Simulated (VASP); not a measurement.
BP:

```
P B
1.0
     0.00000    2.22268    2.22268
     2.22268    0.00000    2.22268
     2.22268    2.22268    0.00000
P B
1 1
Direct
  0.75000 0.75000 0.75000
  0.00000 0.00000 0.00000
```

Program: VASP 6.6.1. Alike in all runs: task single point; potentials or basis VASP PAW PBE potentials, release 64 (P, B); no spin polarisation; cell as given; k mesh 10 × 10 × 10; cutoff (eV) 520; smearing fermi-dirac 0.05 eV.

Order these runs on this cell by their pressure, lowest first.
A. level BLYP
B. level revPBE
C. level PBE
D. level BLYP+D3(BJ)
E. level PBEsol

D (7.1 GPa), E (9.4 GPa), C (12.4 GPa), B (14.5 GPa), A (17.7 GPa).

Caveats: the PAW data sets were made with another functional, which shifts forces and pressure a little (some runs).
